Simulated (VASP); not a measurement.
# TaN (R-3m) in VASP: a series of runs

The runs below take TaN through single point, with PBEsol.

Program: VASP 6.6.1. These are calculated values, not measurements. Logs are shortened: lines on timing, memory, paths and dates and some standing lists are left out, and cuts for length are marked.

## 1. The cell of the first run

It takes space group R-3m (No. 166, trigonal). Conventional cell: a = 3.192 Å, b = 3.192 Å, c = 6.926 Å, α = 90.00°, β = 90.00°, γ = 120.00°. Within 3.0 Å of Ta (site symmetry -3m) lie 6 N at 2.17 Å and 6 Ta at 2.95 Å. N (site symmetry -3m) has 6 Ta at 2.17 Å and 6 N at 2.95 Å within 3.0 Å.

## 2. Single point, PBEsol (10.19 Å³/atom)

INCAR reads:

```
PREC     = Accurate       # precision mode
ENCUT    = 700            # plane-wave cutoff, eV
EDIFF    = 1E-6           # SCF threshold, eV
ISMEAR   = 0              # smearing method
SIGMA    = 0.15           # smearing width, eV
LREAL    = F              # projectors in reciprocal space
LASPH    = T              # aspherical terms in the spheres
NELM     = 120            # most SCF steps
ALGO     = Normal         # electronic algorithm
ISIF     = 2              # what is computed and relaxed
LWAVE    = F              # write WAVECAR
LCHARG   = F              # write CHGCAR
GGA      = PS             # functional
NBANDS   = 16             # bands
GGA_COMPAT= F
```

KPOINTS reads:

```
regular mesh
0
Gamma
  20 20 20
```

POSCAR reads:

```
TaN
1.0
   -0.1720108077      2.0853488737      2.0853488737
    2.0853488737     -0.1720108077      2.0853488737
    2.0853488737      2.0853488737     -0.1720108077
Ta N
1 1
Direct
    0.5000000000      0.5000000000      0.5000000000
    0.0000000000      0.0000000000      0.0000000000
```

Potentials or basis: VASP PAW PBE potentials, release 64 (Ta_sv_GW, N).

Command:

```
cat potpaw_PBE.64/Ta_sv_GW/POTCAR potpaw_PBE.64/N/POTCAR > POTCAR
mpirun -np 1 vasp_std > vasp.out
```

OUTCAR:

```text
PREC = Accurate
   ENCUT = 700
   EDIFF = 1E-6
   ISMEAR = 0
   LREAL = F
   LASPH = T
   NELM = 120
   ISIF = 2
   GGA = PS

 ion  position               nearest neighbor table
   1  0.500  0.500  0.500-   2 2.17   2 2.17   2 2.17   2 2.17   2 2.17   2 2.17
   2  0.000  0.000  0.000-   1 2.17   1 2.17   1 2.17   1 2.17   1 2.17   1 2.17

  LATTYP: Found a trigonal (rhomboedric) cell.
 ALAT       =     2.9541407495
 COS(alpha) =     0.4160990780

  Lattice vectors:

 A1 = (  -0.1720108077,   2.0853488737,   2.0853488737)
 A2 = (   2.0853488737,  -0.1720108077,   2.0853488737)
 A3 = (   2.0853488737,   2.0853488737,  -0.1720108077)

Analysis of symmetry for initial positions (statically):
=====================================================================
 Subroutine PRICEL returns:
 Original cell was already a primitive cell.

 Routine SETGRP: Setting up the symmetry group for a
 trigonal (rhombohedral) supercell.

 Subroutine GETGRP returns: Found 12 space group operations
 (whereof 12 operations were pure point group operations)
 out of a pool of 12 trial point group operations.

The static configuration has the point symmetry D_3d.

Analysis of symmetry for dynamics (positions and initial velocities):
=====================================================================
 Subroutine PRICEL returns:
 Original cell was already a primitive cell.

 Routine SETGRP: Setting up the symmetry group for a
 trigonal (rhombohedral) supercell.

 Subroutine GETGRP returns: Found 12 space group operations
 (whereof 12 operations were pure point group operations)
 out of a pool of 12 trial point group operations.

The dynamic configuration has the point symmetry D_3d.

 Subroutine INISYM returns: Found 12 space group operations
 (whereof 12 operations are pure point group operations),
 and found     1 'primitive' translations

----------------------------------------------------------------------------------------

                                     Primitive cell

  volume of cell :      20.3760

  direct lattice vectors                    reciprocal lattice vectors
    -0.172010808  2.085348874  2.085348874    -0.211969582  0.231025838  0.231025838
     2.085348874 -0.172010808  2.085348874     0.231025838 -0.211969582  0.231025838
[... 83 lines left out ...]
   ENCUT  =  700.0 eV  51.45 Ry    7.17 a.u.   6.37  6.37  6.37*2*pi/ulx,y,z
   NELM   =    120;   NELMIN=  2; NELMDL= -5     # of ELM steps
   EDIFF  = 0.1E-05   stopping-criterion for ELM
   LREAL  =      F    real-space projection
   EDIFFG = 0.1E-04   stopping-criterion for IOM
   NSW    =      0    number of steps for IOM
   IBRION =     -1    ionic relax: 0-MD 1-quasi-New 2-CG
   NFREE  =      0    steps in history (QN), initial steepest desc. (CG)
   ISIF   =      2    stress and relaxation
   ISYM   =      2    0-nonsym 1-usesym 2-fastsym
   POTIM  = 0.5000    time-step for ionic-motion
   TEBEG  =    0.0;   TEEND  =   0.0 temperature during run
   PSTRESS=    0.0 pullay stress
   NELECT =      18.0000    total number of electrons
   NUPDOWN=      -1.0000    fix difference up-down
   EMIN   =  10.00;   EMAX   =-10.00  energy-range for DOS
   EFERMI =   0.00;   METHOD = LEGACY
   ISMEAR =     0;   SIGMA  =   0.15  broadening in eV -4-tet -1-fermi 0-gaus
   EFERMI_NEDOS =   21; number of points for ismear=-14 and -15
   IALGO  =     38    algorithm
   IMIX   =      4    mixing-type and parameters
     AMIX     =   0.40;   BMIX     =  1.00
     AMIX_MAG =   1.60;   BMIX_MAG =  1.00
  volume/ion in A,a.u.               =      10.19        68.75
  Fermi-wavevector in a.u.,A,eV,Ry     =   1.570819  2.968417 33.571980  2.467471
  Thomas-Fermi vector in A             =   2.672495
   LORBIT       =      0    0 simple, 1 ext, 2 COOP (PROOUT), +10 PAW based schemes
   GGA     = PS    functional components
   LHFCALC =     F    Hartree Fock is set to
   AEXX    =    0.0000 exact exchange contribution
   IVDW    =     0    specifies the selected vdW correction
   LEPSILON=     F    determine dielectric tensor
   LRPA    =     F    only Hartree local field effects (RPA)
 non-spin polarized calculation
 Gauss-broadening in eV      SIGMA  =   0.15
  energy-cutoff  :      700.00
  volume of cell :       20.38
 maximum number of plane-waves:       874
 NGX is ok and might be reduce to    28
   NGX = 13   NGY = 13   NGZ = 13

 number of electron      18.0000001 magnetization

 Free energy of the ion-electron system (eV)
  ---------------------------------------------------
  ext. energy  EPLUGINS =         0.00000000
  ---------------------------------------------------
  free energy    TOTEN  =       -25.64464266 eV

  energy without entropy =      -25.63672461  energy(sigma->0) =      -25.64068364

 E-fermi :  14.1818     XC(G=0): -14.2123

 val. band max:       14.1784194842   @ k =  -0.2500   0.2000   0.0500
 cond. band min:      14.1861220798   @ k =  -0.2500   0.3000   0.1000
 fundamental gap:      0.0077025956
 Fermi energy:        14.1818456142

 k-point     1 :       0.0000    0.0000    0.0000
  band No.  band energies     occupation
      1     -55.1560      2.00000
      2     -21.3814      2.00000
      3     -21.3814      2.00000
      4     -21.1507      2.00000
      5      -4.7985      2.00000
      6      10.2885      2.00000
[... 433 lines left out ...]
      3     -21.4187      2.00000
      4     -21.2778      2.00000
      5      -2.2822      2.00000
      6       4.5705      2.00000
[... 8 lines left out ...]
     15      25.8688      0.00000
     16      27.3310      0.00000

 [... further k-points ...]

------------------------ aborting loop because EDIFF is reached ----------------------------------------

  FORCE on cell =-STRESS in cart. coord.  units (eV):
  Direction    XX          YY          ZZ          XY          YZ          ZX
  --------------------------------------------------------------------------------------
  -------------------------------------------------------------------------------------
  Total        1.3952272      1.3952272      1.3952272      0.9089836      0.9089836      0.9089836
  in kB      109.7075665    109.7075665    109.7075665     71.4739393     71.4739393     71.4739393
  external PRESSURE =     109.7075665 kB  Pullay stress =       0.0000000 kB

 VOLUME and BASIS-vectors are now :
 -----------------------------------------------------------------------------
  energy-cutoff  :      700.00
  volume of cell :       20.38
      direct lattice vectors                 reciprocal lattice vectors
    -0.172010808  2.085348874  2.085348874    -0.211969582  0.231025838  0.231025838
     2.085348874 -0.172010808  2.085348874     0.231025838 -0.211969582  0.231025838
     2.085348874  2.085348874 -0.172010808     0.231025838  0.231025838 -0.211969582

 POSITION                                       TOTAL-FORCE (eV/Angst)
 -----------------------------------------------------------------------------------
      1.99934      1.99934      1.99934         0.000000      0.000000      0.000000
      0.00000      0.00000      0.00000        -0.000000     -0.000000     -0.000000
 -----------------------------------------------------------------------------------
    total drift:                                0.000000      0.000000      0.000000

  FREE ENERGIE OF THE ION-ELECTRON SYSTEM (eV)
  ---------------------------------------------------
  free  energy   TOTEN  =       -25.6446426598 eV

  energy  without entropy=      -25.6367246140  energy(sigma->0) =      -25.64068364
```

Run time: 6.5 min. Hardware: 1 thread of Intel Xeon 6975P-C (Granite Rapids), shared host; peak memory 0.53 GiB.

Results:

```yaml
Free_energy: -25.6446 eV
Pressure: 11.0 GPa
Band_gap_on_the_k_mesh: zero (bands 9 and 10 overlap by 5.60 eV)
```

Caveat: the cell stands under pressure; the PAW data sets were made with another functional, which shifts forces and pressure a little; spin-orbit coupling is left out, which moves the levels of the heavy elements.

(Continued in part 2 of 2.)
